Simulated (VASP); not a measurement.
# Si (Pm-3m) in VASP: notebook

The runs below take Si through single point, with PBE0.

All numbers are computed with VASP 6.6.1; they aren't measurements. Logs are shortened: lines on timing, memory, paths and dates and some standing lists are left out, and cuts for length are marked.

## (1) The cell of the first run

Symmetry: Pm-3m, No. 221, cubic system. The conventional cell has a = 2.549 Å, b = 2.549 Å, c = 2.549 Å, α = 90.00°, β = 90.00°, γ = 90.00°. Within 3.4 Å of Si (site symmetry m-3m) lie 6 Si at 2.55 Å.

## (2) Single point, PBE0

Input file POSCAR:

```
Si
1.0
    2.5488794291      0.0000000000      0.0000000000
    0.0000000000      2.5488794291      0.0000000000
    0.0000000000      0.0000000000      2.5488794291
Si
1
Direct
    0.5000000000      0.5000000000      0.5000000000
```

Input file INCAR.step1:

```
PREC = Accurate
ENCUT = 520
EDIFF = 1E-5
ISMEAR = -1
SIGMA = 0.05
LREAL = F
LASPH = T
NELM = 100
ALGO = Normal
ISIF = 2
LWAVE = T
LCHARG = F
GGA = PE
NBANDS = 8
```

Input file INCAR.step2:

```
PREC = Accurate
ENCUT = 520
EDIFF = 1E-6
ISMEAR = -1
SIGMA = 0.05
LREAL = F
LASPH = T
NELM = 100
ALGO = Normal
ISIF = 2
LWAVE = F
LCHARG = F
GGA = PE
LHFCALC = T
AEXX = 0.25
PRECFOCK = Normal
ISTART = 1
NBANDS = 8
```

Input file KPOINTS:

```
Automatic mesh
0
Gamma
  5 5 5
```

Potentials or basis: VASP PAW PBE potentials, release 64 (Si).

Started as:

```sh
$ cat potpaw_PBE.64/Si/POTCAR > POTCAR
$ cp INCAR.step1 INCAR
$ mpirun -np 1 vasp_std > vasp.out
$ cp INCAR.step2 INCAR
$ mpirun -np 1 vasp_std > vasp.out
```

OUTCAR:

```text
PREC = Accurate
   ENCUT = 520
   EDIFF = 1E-6
   ISMEAR = -1
   LREAL = F
   LASPH = T
   NELM = 100
   ISIF = 2
   GGA = PE
   LHFCALC = T
   AEXX = 0.25
   PRECFOCK = Normal
   ISTART = 1

 ion  position               nearest neighbor table
   1  0.500  0.500  0.500-

  LATTYP: Found a simple cubic cell.
 ALAT       =     2.5488794291

  Lattice vectors:

 A1 = (   2.5488794291,   0.0000000000,   0.0000000000)
 A2 = (   0.0000000000,   2.5488794291,   0.0000000000)
 A3 = (   0.0000000000,   0.0000000000,   2.5488794291)

Analysis of symmetry for initial positions (statically):
=====================================================================
 Subroutine PRICEL returns:
 Original cell was already a primitive cell.

 Routine SETGRP: Setting up the symmetry group for a
 simple cubic supercell.

 Subroutine GETGRP returns: Found 48 space group operations
 (whereof 48 operations were pure point group operations)
 out of a pool of 48 trial point group operations.

The static configuration has the point symmetry O_h .

Analysis of symmetry for dynamics (positions and initial velocities):
=====================================================================
 Subroutine PRICEL returns:
 Original cell was already a primitive cell.

 Routine SETGRP: Setting up the symmetry group for a
 simple cubic supercell.

 Subroutine GETGRP returns: Found 48 space group operations
 (whereof 48 operations were pure point group operations)
 out of a pool of 48 trial point group operations.

The dynamic configuration has the point symmetry O_h .

 Subroutine INISYM returns: Found 48 space group operations
 (whereof 48 operations are pure point group operations),
 and found     1 'primitive' translations

----------------------------------------------------------------------------------------

                                     Primitive cell

  volume of cell :      16.5595

  direct lattice vectors                    reciprocal lattice vectors
     2.548879429  0.000000000  0.000000000     0.392329268  0.000000000  0.000000000
     0.000000000  2.548879429  0.000000000     0.000000000  0.392329268  0.000000000
     0.000000000  0.000000000  2.548879429     0.000000000  0.000000000  0.392329268

  length of vectors
     2.548879429  2.548879429  2.548879429     0.392329268  0.392329268  0.392329268

  position of ions in fractional coordinates (direct lattice)
     0.500000000  0.500000000  0.500000000

  ion indices of the primitive-cell ions
   primitive index   ion index
                 1           1

----------------------------------------------------------------------------------------

 KPOINTS: Automatic mesh

Automatic generation of k-mesh.
 Grid dimensions read from file:
 generate k-points for:    5    5    5

 Generating k-lattice:

  Cartesian coordinates                     Fractional coordinates (reciprocal lattice)
     0.078465854  0.000000000  0.000000000     0.200000000  0.000000000  0.000000000
     0.000000000  0.078465854  0.000000000     0.000000000  0.200000000  0.000000000
     0.000000000  0.000000000  0.078465854     0.000000000  0.000000000  0.200000000

  Length of vectors
     0.078465854  0.078465854  0.078465854

  Shift w.r.t. Gamma in fractional coordinates (k-lattice)
     0.000000000  0.000000000  0.000000000

 Subroutine IBZKPT returns following result:
 ===========================================

 Found     10 irreducible k-points:

 Following reciprocal coordinates:
            Coordinates               Weight
  0.000000  0.000000  0.000000      1.000000
  0.200000  0.000000  0.000000      6.000000
  0.400000  0.000000  0.000000      6.000000
  0.200000  0.200000  0.000000     12.000000
  0.400000  0.200000  0.000000     24.000000
  0.400000  0.400000  0.000000     12.000000
  0.200000  0.200000  0.200000      8.000000
  0.400000  0.200000  0.200000     24.000000
  0.400000  0.400000  0.200000     24.000000
  0.400000  0.400000  0.400000      8.000000
   k-points           NKPTS =     10   k-points in BZ     NKDIM =    125   number of bands    NBANDS=      8
   number of dos      NEDOS =    301   number of ions     NIONS =      1
   total plane-waves  NPLWV =   8000
   dimension x,y,z NGX =    20 NGY =   20 NGZ =   20
   dimension x,y,z NGXF=    40 NGYF=   40 NGZF=   40
   ions per type =               1
   NGX,Y,Z   is equivalent  to a cutoff of  13.04, 13.04, 13.04 a.u.
   NGXF,Y,Z  is equivalent  to a cutoff of  26.09, 26.09, 26.09 a.u.
 SYSTEM =  unknown system
   PREC   = accura    normal or accurate (medium, high low for compatibility)
   ISTART =      1    job   : 0-new  1-cont  2-samecut
   ICHARG =      0    charge: 1-file 2-atom 10-const
   ISPIN  =      1    spin polarized calculation?
   LNONCOLLINEAR =      F non collinear calculations
   LSORBIT =      F    spin-orbit coupling
   LASPH  =      T    aspherical Exc in radial PAW
   ENCUT  =  520.0 eV  38.22 Ry    6.18 a.u.   4.74  4.74  4.74*2*pi/ulx,y,z
   NELM   =    100;   NELMIN=  2; NELMDL=  0     # of ELM steps
   EDIFF  = 0.1E-05   stopping-criterion for ELM
   LREAL  =      F    real-space projection
   EDIFFG = 0.1E-04   stopping-criterion for IOM
   NSW    =      0    number of steps for IOM
   IBRION =     -1    ionic relax: 0-MD 1-quasi-New 2-CG
   NFREE  =      0    steps in history (QN), initial steepest desc. (CG)
   ISIF   =      2    stress and relaxation
   ISYM   =      3    0-nonsym 1-usesym 2-fastsym
   POTIM  = 0.5000    time-step for ionic-motion
   TEBEG  =    0.0;   TEEND  =   0.0 temperature during run
   PSTRESS=    0.0 pullay stress
   NELECT =       4.0000    total number of electrons
   NUPDOWN=      -1.0000    fix difference up-down
   EMIN   =  10.00;   EMAX   =-10.00  energy-range for DOS
   EFERMI =   0.00;   METHOD = LEGACY
   ISMEAR =    -1;   SIGMA  =   0.05  broadening in eV -4-tet -1-fermi 0-gaus
   EFERMI_NEDOS =   21; number of points for ismear=-14 and -15
   IALGO  =     38    algorithm
   IMIX   =      1    mixing-type and parameters
     AMIX     =   0.40;   BMIX     =  1.00
     AMIX_MAG =   1.60;   BMIX_MAG =  1.00
  volume/ion in A,a.u.               =      16.56       111.75
  Fermi-wavevector in a.u.,A,eV,Ry     =   1.019559  1.926686 14.143253  1.039500
  Thomas-Fermi vector in A             =   2.153079
   LORBIT       =      0    0 simple, 1 ext, 2 COOP (PROOUT), +10 PAW based schemes
   GGA     = PE    functional components
   LHFCALC =     T    Hartree Fock is set to
   PRECFOCK=normal    Normal, Fast or Accurate (Low or Medium for compatibility)
   ENCUT4O =  -1.0   cutoff for four orbital integrals eV
   NKREDX  =     1    reduce k-point grid by
   NKREDY  =     1    reduce k-point grid by
   NKREDZ  =     1    reduce k-point grid by
   AEXX    =    0.2500 exact exchange contribution
   HFSCREEN=    0.0000 screening length (either q_TF or 0.3 A-1)
   HFSCREENC=   0.0000 screening length for correlation (either q_TF or 0.3 A-1)
   ENCUTFOCK=  -1.0 apply spherical cutoff to Coloumb kernel
   IVDW    =     0    specifies the selected vdW correction
   LEPSILON=     F    determine dielectric tensor
   LRPA    =     F    only Hartree local field effects (RPA)
 non-spin polarized calculation
  energy-cutoff  :      520.00
  volume of cell :       16.56
 maximum number of plane-waves:       461
 NGX is ok and might be reduce to    20
  NGX = 16; NGY = 16; NGZ = 16

 number of electron       4.0000000 magnetization

 Free energy of the ion-electron system (eV)
  ---------------------------------------------------
  ext. energy  EPLUGINS =         0.00000000
  ---------------------------------------------------
  free energy    TOTEN  =        -6.36122184 eV

  energy without entropy =       -6.35789630  energy(sigma->0) =       -6.35955907

 E-fermi :   7.2773     XC(G=0):  -8.3193

 val. band max:        7.1204982618   @ k =   0.4000   0.4000   0.2000
 cond. band min:       8.6244731343   @ k =   0.4000   0.4000   0.4000
 fundamental gap:      1.5039748725
 Fermi energy:         7.2772729733

 k-point     1 :       0.0000    0.0000    0.0000
  band No.  band energies     occupation
      1      -7.2527      2.00000
      2      16.6427      0.00000
      3      16.6427      0.00000
      4      16.7966      0.00000
      5      16.7966      0.00000
      6      16.7966      0.00000
      7      24.5786      0.00000
      8      34.3868      0.00000

 k-point     2 :       0.2000    0.0000    0.0000
  band No.  band energies     occupation
      1      -6.2875      2.00000
      2       9.3384      0.00000
      3      17.3638      0.00000
      4      17.5522      0.00000
      5      17.5522      0.00000
      6      22.0170      0.00000
      7      28.1245      0.00000
      8      30.0314      0.00000

 k-point     3 :       0.4000    0.0000    0.0000
  band No.  band energies     occupation
      1      -3.4980      2.00000
      2       2.0404      2.00000
      3      18.9983      0.00000
      4      19.5827      0.00000
      5      19.5827      0.00000
      6      25.0411      0.00000
      7      25.0411      0.00000
      8      25.1716      0.00000

 k-point     4 :       0.2000    0.2000    0.0000
  band No.  band energies     occupation
      1      -5.3240      2.00000
      2       9.4459      0.00000
      3      11.1052      0.00000
      4      18.3012      0.00000
      5      20.3866      0.00000
      6      24.6225      0.00000
      7      26.7364      0.00000
      8      29.7231      0.00000

 k-point     5 :       0.4000    0.2000    0.0000
  band No.  band energies     occupation
      1      -2.5385      2.00000
      2       2.9165      2.00000
      3      12.6404      0.00000
      4      18.4007      0.00000
      5      20.3078      0.00000
      6      23.5219      0.00000
      7      25.7341      0.00000
      8      28.5092      0.00000

 k-point     6 :       0.4000    0.4000    0.0000
  band No.  band energies     occupation
      1       0.2526      2.00000
      2       4.7486      2.00000
      3       6.2344      2.00000
      4      12.6067      0.00000
      5      22.2605      0.00000
      6      26.2785      0.00000
      7      27.1186      0.00000
      8      27.5937      0.00000

 k-point     7 :       0.2000    0.2000    0.2000
  band No.  band energies     occupation
      1      -4.3611      2.00000
      2      10.2521      0.00000
      3      10.2521      0.00000
      4      13.4721      0.00000
      5      24.6320      0.00000
      6      24.6320      0.00000
      7      25.4267      0.00000
      8      27.6009      0.00000

 k-point     8 :       0.4000    0.2000    0.2000
  band No.  band energies     occupation
      1      -1.5759      2.00000
      2       3.7996      2.00000
      3      12.3085      0.00000
      4      15.3109      0.00000
      5      19.3288      0.00000
      6      19.7125      0.00000
      7      26.9885      0.00000
      8      29.0470      0.00000

 k-point     9 :       0.4000    0.4000    0.2000
  band No.  band energies     occupation
      1       1.2236      2.00000
      2       5.6517      2.00000
      3       7.1205      1.91667
      4      13.4061      0.00000
      5      16.8960      0.00000
      6      21.2433      0.00000
      7      21.9830      0.00000
      8      28.4917      0.00000

 k-point    10 :       0.4000    0.4000    0.4000
  band No.  band energies     occupation
      1       4.0633      2.00000
      2       8.6245      0.00000
      3       8.6245      0.00000
      4      12.5044      0.00000
      5      15.6545      0.00000
      6      15.6545      0.00000
      7      16.4948      0.00000
      8      22.7612      0.00000

------------------------ aborting loop because EDIFF is reached ----------------------------------------

  FORCE on cell =-STRESS in cart. coord.  units (eV):
  Direction    XX          YY          ZZ          XY          YZ          ZX
  --------------------------------------------------------------------------------------
  -------------------------------------------------------------------------------------
  Total       -0.1350794     -0.1350794     -0.1350794      0.0000000      0.0000000     -0.0000000
  in kB      -13.0692854    -13.0692854    -13.0692854      0.0000000      0.0000000     -0.0000000
  external PRESSURE =     -13.0692854 kB  Pullay stress =       0.0000000 kB

 VOLUME and BASIS-vectors are now :
 -----------------------------------------------------------------------------
  energy-cutoff  :      520.00
  volume of cell :       16.56
      direct lattice vectors                 reciprocal lattice vectors
     2.548879429  0.000000000  0.000000000     0.392329268  0.000000000  0.000000000
     0.000000000  2.548879429  0.000000000     0.000000000  0.392329268  0.000000000
     0.000000000  0.000000000  2.548879429     0.000000000  0.000000000  0.392329268

 POSITION                                       TOTAL-FORCE (eV/Angst)
 -----------------------------------------------------------------------------------
      1.27444      1.27444      1.27444         0.000000      0.000000      0.000000
 -----------------------------------------------------------------------------------
    total drift:                               -0.000000     -0.000000     -0.000000

  FREE ENERGIE OF THE ION-ELECTRON SYSTEM (eV)
  ---------------------------------------------------
  free  energy   TOTEN  =        -6.3612218361 eV

  energy  without entropy=       -6.3578962960  energy(sigma->0) =       -6.35955907
```

It took 22 s on 1 thread of Intel Xeon Platinum 8375C at 2.90GHz (Ice Lake), shared host; peak memory 0.12 GiB.

What came out:

```yaml
Free_energy: -6.3612 eV
Pressure: -1.3 GPa
Band_gap_on_the_k_mesh: zero (band 2 reaches 16.64 eV, above the bottom of band 3 at 6.23 eV)
```

Caveat: the k points lie up to 0.49 Å⁻¹ apart; the PAW data sets were made with another functional, which shifts forces and pressure a little.

## (3) Single point, PBE0

This run uses another cell than the first one, of 16.88 Å³/atom, 1.020 times its volume.

Input file POSCAR:

```
Si
1.0
    2.5654310580      0.0000000000      0.0000000000
    0.0000000000      2.5654310580      0.0000000000
    0.0000000000      0.0000000000      2.5654310580
Si
1
Direct
    0.5000000000      0.5000000000      0.5000000000
```

Input file INCAR.step1:

```
PREC     = Accurate       # precision mode
ENCUT    = 520            # plane-wave cutoff, eV
EDIFF    = 1E-5           # SCF threshold, eV
ISMEAR   = -1             # smearing method
SIGMA    = 0.05           # smearing width, eV
LREAL    = False          # projectors in reciprocal space
LASPH    = True           # aspherical terms in the spheres
NELM     = 80             # most SCF steps
ALGO     = Normal         # electronic algorithm
ISIF     = 2              # what is computed and relaxed
LWAVE    = True           # write WAVECAR
LCHARG   = False          # write CHGCAR
GGA      = PE             # functional
NBANDS   = 8              # bands
```

Input file INCAR.step2:

```
PREC     = Accurate       # precision mode
ENCUT    = 520            # plane-wave cutoff, eV
EDIFF    = 1E-6           # SCF threshold, eV
ISMEAR   = -1             # smearing method
SIGMA    = 0.05           # smearing width, eV
LREAL    = False          # projectors in reciprocal space
LASPH    = True           # aspherical terms in the spheres
NELM     = 80             # most SCF steps
ALGO     = Normal         # electronic algorithm
ISIF     = 2              # what is computed and relaxed
LWAVE    = False          # write WAVECAR
LCHARG   = False          # write CHGCAR
GGA      = PE             # functional
LHFCALC  = True           # exact exchange
AEXX     = 0.25           # exact-exchange fraction
PRECFOCK = Normal       
ISTART   = 1            
NBANDS   = 8              # bands
```

KPOINTS is that of step 2.

Potentials or basis: VASP PAW PBE potentials, release 64 (Si).

Started as:

```sh
$ cat potpaw_PBE.64/Si/POTCAR > POTCAR
$ cp INCAR.step1 INCAR
$ mpirun -np 1 vasp_std > vasp.out
$ cp INCAR.step2 INCAR
$ mpirun -np 1 vasp_std > vasp.out
```

OUTCAR:

```text
PREC = Accurate
   ENCUT = 520
   EDIFF = 1E-6
   ISMEAR = -1
   LREAL = False
   LASPH = True
   NELM = 80
   ISIF = 2
   GGA = PE
   LHFCALC = True
   AEXX = 0.25
   PRECFOCK = Normal
   ISTART = 1

 ion  position               nearest neighbor table
   1  0.500  0.500  0.500-

  LATTYP: Found a simple cubic cell.
 ALAT       =     2.5654310580
[... 281 lines left out ...]
      2       8.3903      0.00000
      3       8.3903      0.00000
      4      12.1512      0.00000
      5      15.4198      0.00000
      6      15.4198      0.00000
      7      16.1354      0.00000
      8      22.4494      0.00000

------------------------ aborting loop because EDIFF is reached ----------------------------------------

  FORCE on cell =-STRESS in cart. coord.  units (eV):
  Direction    XX          YY          ZZ          XY          YZ          ZX
  --------------------------------------------------------------------------------------
  -------------------------------------------------------------------------------------
  Total       -0.3324959     -0.3324959     -0.3324959      0.0000000      0.0000000      0.0000000
  in kB      -31.5511947    -31.5511947    -31.5511947      0.0000000      0.0000000      0.0000000
  external PRESSURE =     -31.5511947 kB  Pullay stress =       0.0000000 kB

 VOLUME and BASIS-vectors are now :
 -----------------------------------------------------------------------------
  energy-cutoff  :      520.00
  volume of cell :       16.88
      direct lattice vectors                 reciprocal lattice vectors
     2.565431058  0.000000000  0.000000000     0.389798041  0.000000000  0.000000000
     0.000000000  2.565431058  0.000000000     0.000000000  0.389798041  0.000000000
     0.000000000  0.000000000  2.565431058     0.000000000  0.000000000  0.389798041

 POSITION                                       TOTAL-FORCE (eV/Angst)
 -----------------------------------------------------------------------------------
      1.28272      1.28272      1.28272         0.000000      0.000000      0.000000
 -----------------------------------------------------------------------------------
    total drift:                               -0.000000     -0.000000     -0.000000

  FREE ENERGIE OF THE ION-ELECTRON SYSTEM (eV)
  ---------------------------------------------------
  free  energy   TOTEN  =        -6.3567486384 eV

  energy  without entropy=       -6.3534230982  energy(sigma->0) =       -6.35508587
```

Run time: 22 s. Hardware: 1 thread of Intel Xeon Platinum 8375C at 2.90GHz (Ice Lake), shared host; peak memory 0.12 GiB.

Results:

| Quantity | Value |
| --- | --- |
| Free energy | -6.3567 eV |
| Pressure | -3.2 GPa |
| Band gap on the k mesh | zero (band 2 reaches 16.40 eV, above the bottom of band 3 at 6.00 eV) |

Caveat: the k points lie up to 0.49 Å⁻¹ apart; the PAW data sets were made with another functional, which shifts forces and pressure a little.
